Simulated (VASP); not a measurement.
# PtS2 (C2) in VASP: single point with PBE

Aim: the single point of PtS2 with PBE.

Everything below comes from runs of VASP 6.6.1. Logs are shortened: lines on timing, memory, paths and dates and some standing lists are left out, and cuts for length are marked.

## Step 1: The cell of the first run

Symmetry: C2, No. 5, monoclinic system. The conventional cell has a = 5.777 Å, b = 3.421 Å, c = 4.920 Å, α = 90.00°, β = 95.52°, γ = 90.00°. Within 2.9 Å of Pt (site symmetry 2) lie 6 S at 2.19 to 2.38 Å. S (site symmetry 1) has 3 Pt at 2.19 to 2.38 Å and 12 S at 3.00 to 3.42 Å within 3.5 Å.

## Step 2: Single point, PBE (strained and its atoms moved)

The input, INCAR:

```
  ALGO = Normal
  EDIFF = 1E-6
  ENCUT = 520
  GGA = PE
  ISIF = 2
  ISMEAR = 0
  LASPH = T
  LCHARG = F
  LREAL = F
  LWAVE = F
  NBANDS = 18
  NELM = 80
  PREC = Accurate
  SIGMA = 0.05
```

The input, KPOINTS:

```
k-points
0
Gamma
  12 12 8
```

The input, POSCAR:

```
PtS2
1.0
    3.3538508958     -0.0388688982      0.1417279790
   -1.7105869012      2.9628324300     -0.0000123070
    0.2015520000      0.1163458920      4.9145431920
Pt S
1 2
Direct
    0.0000000000     -0.0135283705      0.0000000000
    0.3204698859      0.6669991282      0.2408648688
    0.6795301141      0.3465292423      0.7591351312
```

Potentials or basis: VASP PAW PBE potentials, release 64 (Pt, S).

Started as:

```sh
> cat potpaw_PBE.64/Pt/POTCAR potpaw_PBE.64/S/POTCAR > POTCAR
> mpirun -np 1 vasp_std > vasp.out
```

OUTCAR:

```text
EDIFF = 1E-6
   ENCUT = 520
   GGA = PE
   ISIF = 2
   ISMEAR = 0
   LASPH = T
   LREAL = F
   NELM = 80
   PREC = Accurate

 ion  position               nearest neighbor table
   1  0.000  0.986  0.000-   2 2.19   3 2.19   3 2.27   2 2.27   2 2.38   3 2.38
   2  0.320  0.667  0.241-   1 2.19   1 2.27   1 2.38
   3  0.680  0.347  0.759-   1 2.19   1 2.27   1 2.38

  LATTYP: Found a base centered monoclinic cell.
 ALAT       =     5.7771332489
 B/A-ratio  =     0.5921936460
 C/A-ratio  =     0.8516421602
 COS(beta)  =    -0.0962519029

  Lattice vectors:

 A1 = (  -3.3538508958,   0.0388688982,  -0.1417279790)
 A2 = (  -1.6432639946,  -2.9239635318,  -0.1417156720)
 A3 = (   0.2015520000,   0.1163458920,   4.9145431920)

Analysis of symmetry for initial positions (statically):
=====================================================================
 Subroutine PRICEL returns:
 Original cell was already a primitive cell.

 Routine SETGRP: Setting up the symmetry group for a
 base centered monoclinic supercell.

 Subroutine GETGRP returns: Found  2 space group operations
 (whereof  2 operations were pure point group operations)
 out of a pool of  4 trial point group operations.

The static configuration has the point symmetry C_2 .

Analysis of symmetry for dynamics (positions and initial velocities):
=====================================================================
 Subroutine PRICEL returns:
 Original cell was already a primitive cell.

 Routine SETGRP: Setting up the symmetry group for a
 base centered monoclinic supercell.

 Subroutine GETGRP returns: Found  2 space group operations
 (whereof  2 operations were pure point group operations)
 out of a pool of  4 trial point group operations.

The dynamic configuration has the point symmetry C_2 .

 Subroutine INISYM returns: Found  2 space group operations
 (whereof  2 operations are pure point group operations),
 and found     1 'primitive' translations

----------------------------------------------------------------------------------------

                                     Primitive cell

  volume of cell :      48.3957

  direct lattice vectors                    reciprocal lattice vectors
     3.353850896 -0.038868898  0.141727979     0.300873097  0.173708567 -0.016451550
    -1.710586901  2.962832430 -0.000012307     0.004287825  0.339990404 -0.008224713
     0.201552000  0.116345892  4.914543192    -0.008676713 -0.005008640  0.203952128

  length of vectors
     3.357069175  3.421181602  4.920050240     0.347807332  0.340116901  0.204198047

  position of ions in fractional coordinates (direct lattice)
     1.000000000  0.986471630  1.000000000
     0.320469886  0.666999128  0.240864869
     0.679530114  0.346529242  0.759135131

  ion indices of the primitive-cell ions
   primitive index   ion index
                 1           1
                 2           2
                 3           3

----------------------------------------------------------------------------------------

 KPOINTS: k-points

Automatic generation of k-mesh.
 Grid dimensions read from file:
 generate k-points for:   12   12    8

 Generating k-lattice:

  Cartesian coordinates                     Fractional coordinates (reciprocal lattice)
     0.025072758  0.014475714 -0.001370962     0.083333333 -0.000000000  0.000000000
     0.000357319  0.028332534 -0.000685393     0.000000000  0.083333333 -0.000000000
    -0.001084589 -0.000626080  0.025494016     0.000000000 -0.000000000  0.125000000

  Length of vectors
     0.028983944  0.028343075  0.025524756

  Shift w.r.t. Gamma in fractional coordinates (k-lattice)
     0.000000000  0.000000000  0.000000000

 Subroutine IBZKPT returns following result:
 ===========================================

 Found    320 irreducible k-points:

 Following reciprocal coordinates:
            Coordinates               Weight
  0.000000  0.000000  0.000000      1.000000
  0.083333  0.000000  0.000000      2.000000
  0.166667  0.000000 -0.000000      2.000000
  0.250000  0.000000  0.000000      2.000000
  0.333333  0.000000 -0.000000      2.000000
  0.416667  0.000000  0.000000      2.000000
[... 16 lines left out ...]
  0.166667  0.250000  0.000000      4.000000
  0.250000  0.250000  0.000000      4.000000
 [... further k-points ...]
   k-points           NKPTS =    320   k-points in BZ     NKDIM =    320   number of bands    NBANDS=     18
   number of dos      NEDOS =    301   number of ions     NIONS =      3
   total plane-waves  NPLWV =  31360
   dimension x,y,z NGX =    28 NGY =   28 NGZ =   40
   dimension x,y,z NGXF=    56 NGYF=   56 NGZF=   80
   ions per type =               1   2
   NGX,Y,Z   is equivalent  to a cutoff of  13.87, 13.61, 13.52 a.u.
   NGXF,Y,Z  is equivalent  to a cutoff of  27.73, 27.21, 27.03 a.u.
 SYSTEM =  unknown system
   PREC   = accura    normal or accurate (medium, high low for compatibility)
   ISTART =      0    job   : 0-new  1-cont  2-samecut
   ICHARG =      2    charge: 1-file 2-atom 10-const
   ISPIN  =      1    spin polarized calculation?
   LNONCOLLINEAR =      F non collinear calculations
   LSORBIT =      F    spin-orbit coupling
   LASPH  =      T    aspherical Exc in radial PAW
   ENCUT  =  520.0 eV  38.22 Ry    6.18 a.u.   6.24  6.36  9.15*2*pi/ulx,y,z
   NELM   =     80;   NELMIN=  2; NELMDL= -5     # of ELM steps
   EDIFF  = 0.1E-05   stopping-criterion for ELM
   LREAL  =      F    real-space projection
   EDIFFG = 0.1E-04   stopping-criterion for IOM
   NSW    =      0    number of steps for IOM
   IBRION =     -1    ionic relax: 0-MD 1-quasi-New 2-CG
   NFREE  =      0    steps in history (QN), initial steepest desc. (CG)
   ISIF   =      2    stress and relaxation
   ISYM   =      2    0-nonsym 1-usesym 2-fastsym
   POTIM  = 0.5000    time-step for ionic-motion
   TEBEG  =    0.0;   TEEND  =   0.0 temperature during run
   PSTRESS=    0.0 pullay stress
   NELECT =      22.0000    total number of electrons
   NUPDOWN=      -1.0000    fix difference up-down
   EMIN   =  10.00;   EMAX   =-10.00  energy-range for DOS
   EFERMI =   0.00;   METHOD = LEGACY
   ISMEAR =     0;   SIGMA  =   0.05  broadening in eV -4-tet -1-fermi 0-gaus
   EFERMI_NEDOS =   21; number of points for ismear=-14 and -15
   IALGO  =     38    algorithm
   IMIX   =      4    mixing-type and parameters
     AMIX     =   0.40;   BMIX     =  1.00
     AMIX_MAG =   1.60;   BMIX_MAG =  1.00
  volume/ion in A,a.u.               =      16.13       108.86
  Fermi-wavevector in a.u.,A,eV,Ry     =   1.258771  2.378732 21.558493  1.584505
  Thomas-Fermi vector in A             =   2.392364
   LORBIT       =      0    0 simple, 1 ext, 2 COOP (PROOUT), +10 PAW based schemes
   GGA     = PE    functional components
   LHFCALC =     F    Hartree Fock is set to
   AEXX    =    0.0000 exact exchange contribution
   IVDW    =     0    specifies the selected vdW correction
   LEPSILON=     F    determine dielectric tensor
   LRPA    =     F    only Hartree local field effects (RPA)
 non-spin polarized calculation
 Gauss-broadening in eV      SIGMA  =   0.05
  energy-cutoff  :      520.00
  volume of cell :       48.40
 maximum number of plane-waves:      1327
 NGX is ok and might be reduce to    28
   NGX = 13   NGY = 13   NGZ = 19

 number of electron      21.9999998 magnetization

 Free energy of the ion-electron system (eV)
  ---------------------------------------------------
  ext. energy  EPLUGINS =         0.00000000
  ---------------------------------------------------
  free energy    TOTEN  =       -14.38086139 eV

  energy without entropy =      -14.38086139  energy(sigma->0) =      -14.38086139

 E-fermi :   8.9642     XC(G=0): -11.2600

 val. band max:        8.7197437326   @ k =   0.0000   0.1667   0.2500
 cond. band min:       9.2987799297   @ k =   0.3333   0.3333   0.0000
 fundamental gap:      0.5790361971
 Fermi energy:         8.9641686926

 k-point     1 :       0.0000    0.0000    0.0000
  band No.  band energies     occupation
      1      -7.9288      2.00000
      2      -4.2343      2.00000
      3       0.3852      2.00000
      4       0.8422      2.00000
      5       0.9849      2.00000
      6       3.9871      2.00000
[... 10 lines left out ...]
     17      16.9705      0.00000
     18      21.5239      0.00000

 k-point     2 :       0.0833    0.0000    0.0000
  band No.  band energies     occupation
      1      -7.8089      2.00000
      2      -4.3255      2.00000
      3       0.5294      2.00000
      4       0.9065      2.00000
      5       1.0984      2.00000
      6       3.7549      2.00000
[... 10 lines left out ...]
     17      16.9511      0.00000
     18      20.1925      0.00000

 k-point     3 :       0.1667    0.0000   -0.0000
  band No.  band energies     occupation
      1      -7.4604      2.00000
      2      -4.5550      2.00000
      3       0.9085      2.00000
      4       1.1237      2.00000
      5       1.3875      2.00000
      6       3.2924      2.00000
[... 10 lines left out ...]
     17      17.7695      0.00000
     18      18.8532      0.00000

 k-point     4 :       0.2500    0.0000    0.0000
  band No.  band energies     occupation
      1      -6.9209      2.00000
      2      -4.8305      2.00000
      3       1.2659      2.00000
      4       1.5916      2.00000
      5       1.7208      2.00000
      6       2.6823      2.00000
[... 10 lines left out ...]
     17      17.8966      0.00000
     18      18.2441      0.00000

 k-point     5 :       0.3333    0.0000   -0.0000
  band No.  band energies     occupation
      1      -6.2775      2.00000
      2      -5.0631      2.00000
      3       1.1238      2.00000
      4       1.7275      2.00000
      5       2.0709      2.00000
      6       2.7946      2.00000
[... 10 lines left out ...]
     17      17.1544      0.00000
     18      18.6939      0.00000

 k-point     6 :       0.4167    0.0000    0.0000
  band No.  band energies     occupation
      1      -5.7382      2.00000
      2      -5.1573      2.00000
      3       0.3538      2.00000
      4       1.8979      2.00000
      5       2.2301      2.00000
      6       3.6344      2.00000
[... 10 lines left out ...]
     17      16.9839      0.00000
     18      19.3407      0.00000

 k-point     7 :       0.5000    0.0000    0.0000
  band No.  band energies     occupation
      1      -5.5818      2.00000
      2      -5.1004      2.00000
      3      -0.0073      2.00000
      4       1.9475      2.00000
      5       2.3079      2.00000
      6       3.9232      2.00000
[... 10 lines left out ...]
     17      16.9716      0.00000
     18      19.3943      0.00000

 k-point     8 :       0.0000    0.0833    0.0000
  band No.  band energies     occupation
      1      -7.8229      2.00000
      2      -4.2982      2.00000
      3       0.4859      2.00000
      4       0.9078      2.00000
      5       1.0497      2.00000
      6       3.8291      2.00000
[... 10 lines left out ...]
     17      17.2316      0.00000
     18      20.1594      0.00000
[... 229 lines left out ...]
     17      18.3087      0.00000
     18      19.4975      0.00000

 k-point    20 :      -0.0833    0.1667    0.0000
  band No.  band energies     occupation
      1      -7.6302      2.00000
      2      -4.3887      2.00000
      3       0.6288      2.00000
      4       1.0425      2.00000
      5       1.1199      2.00000
      6       3.6965      2.00000
[... 10 lines left out ...]
     17      17.9299      0.00000
     18      18.9980      0.00000

 k-point    21 :       0.0000    0.2500    0.0000
  band No.  band energies     occupation
      1      -7.0458      2.00000
      2      -4.6882      2.00000
      3       1.0828      2.00000
      4       1.2710      2.00000
      5       1.6015      2.00000
      6       2.7494      2.00000
[... 10 lines left out ...]
     17      17.6926      0.00000
     18      18.4949      0.00000

 k-point    22 :       0.0833    0.2500    0.0000
  band No.  band energies     occupation
      1      -6.6542      2.00000
      2      -4.8838      2.00000
      3       1.2361      2.00000
      4       1.4228      2.00000
      5       1.9391      2.00000
      6       2.5056      2.00000
[... 10 lines left out ...]
     17      17.5397      0.00000
     18      18.5814      0.00000

 k-point    23 :       0.1667    0.2500    0.0000
  band No.  band energies     occupation
      1      -6.1318      2.00000
      2      -5.0851      2.00000
      3       1.2190      2.00000
      4       1.4368      2.00000
      5       2.3264      2.00000
      6       2.5232      2.00000
[... 10 lines left out ...]
     17      17.4081      0.00000
     18      19.1397      0.00000

 k-point    24 :       0.2500    0.2500    0.0000
  band No.  band energies     occupation
      1      -5.5943      2.00000
      2      -5.2343      2.00000
      3       0.9347      2.00000
      4       1.4999      2.00000
      5       2.1761      2.00000
      6       2.8083      2.00000
[... 10 lines left out ...]
     17      17.8887      0.00000
     18      18.7074      0.00000

 [... further k-points ...]

------------------------ aborting loop because EDIFF is reached ----------------------------------------

  FORCE on cell =-STRESS in cart. coord.  units (eV):
  Direction    XX          YY          ZZ          XY          YZ          ZX
  --------------------------------------------------------------------------------------
  -------------------------------------------------------------------------------------
  Total       13.7662596     10.0453141      7.5801680      3.2225345     -2.1886799     -3.7907718
  in kB      455.7425781    332.5578240    250.9472726    106.6844761    -72.4579266   -125.4964060
  external PRESSURE =     346.4158916 kB  Pullay stress =       0.0000000 kB

 VOLUME and BASIS-vectors are now :
 -----------------------------------------------------------------------------
  energy-cutoff  :      520.00
  volume of cell :       48.40
      direct lattice vectors                 reciprocal lattice vectors
     3.353850896 -0.038868898  0.141727979     0.300873097  0.173708567 -0.016451550
    -1.710586901  2.962832430 -0.000012307     0.004287825  0.339990404 -0.008224713
     0.201552000  0.116345892  4.914543192    -0.008676713 -0.005008640  0.203952128

 POSITION                                       TOTAL-FORCE (eV/Angst)
 -----------------------------------------------------------------------------------
     -1.68745      2.92275     -0.00001        -0.744234      1.289054     -0.000005
     -0.01760      1.99177      1.22915        -0.996944     -1.434968      2.366642
      1.83928      1.08862      3.82711         1.741178      0.145913     -2.366636
 -----------------------------------------------------------------------------------
    total drift:                                0.000002      0.000044     -0.000007

  FREE ENERGIE OF THE ION-ELECTRON SYSTEM (eV)
  ---------------------------------------------------
  free  energy   TOTEN  =       -14.3808613897 eV

  energy  without entropy=      -14.3808613897  energy(sigma->0) =      -14.38086139
```

Run time: 6.7 min. Hardware: 1 thread of Intel Xeon 8259CL, shared host; peak memory 0.39 GiB.

Results:

```yaml
Free_energy: -14.3809 eV
Pressure: 34.6 GPa
Largest_force: 2.942 eV/Å
Band_gap_on_the_k_mesh: 0.58 eV (least direct gap 0.75 eV)
```

Forces on the atoms (eV/Å):
```
Pt  -0.744  1.289  0.000
S   -0.997 -1.435  2.367
S    1.741  0.146 -2.367
```

Caveat: the cell differs from its parent crystal (strained and its atoms moved); the cell stands under pressure; spin-orbit coupling is left out, which moves the levels of the heavy elements; forces of over 1 eV/Å act on the atoms, so gaps and moduli don't describe the material at rest. A k mesh can miss the band edges.
